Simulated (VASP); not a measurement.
A run of VASP 6.6.1 is set up as follows.

The input INCAR:

```
SYSTEM = Sc3B2P
ALGO = Fast
EDIFF = 1E-7
ENCUT = 520
GGA = PE
ISIF = 2
ISMEAR = 0
LASPH = .TRUE.
LCHARG = .TRUE.
LELF = .TRUE.
LREAL = .FALSE.
LVHAR = .TRUE.
LWAVE = .FALSE.
NBANDS = 31
NELM = 80
PREC = Accurate
SIGMA = 0.1
```

KPOINTS

```
k-points
0
G
  6 6 12
  0 0 0
```

Contents of POSCAR:

```
Sc3B2P
1.0
    6.3780293311      0.0000000000      0.0000000000
   -3.1890146656      5.5235354268      0.0000000000
    0.0000000000      0.0000000000      3.0342979486
Sc B P
3 2 1
Direct
    0.0000000000      0.5000000000      0.0000000000
    0.5000000000      0.5000000000      0.0000000000
    0.5000000000      0.0000000000      0.0000000000
    0.6666666667      0.3333333333      0.5000000000
    0.3333333333      0.6666666667      0.5000000000
    0.0000000000      0.0000000000      0.5000000000
```

Potentials or basis: VASP PAW PBE potentials, release 64 (Sc_sv, B, P).

Command:

```bash
$ cat potpaw_PBE.64/Sc_sv/POTCAR potpaw_PBE.64/B/POTCAR potpaw_PBE.64/P/POTCAR > POTCAR
$ mpirun -np 1 vasp_std > vasp.out
```

**Question.** Predict the pressure.

**Answer.** 0.2 GPa.

**Question.** Predict the band gap on the k mesh.

**Answer.** Zero (bands 22 and 23 overlap by 1.23 eV).
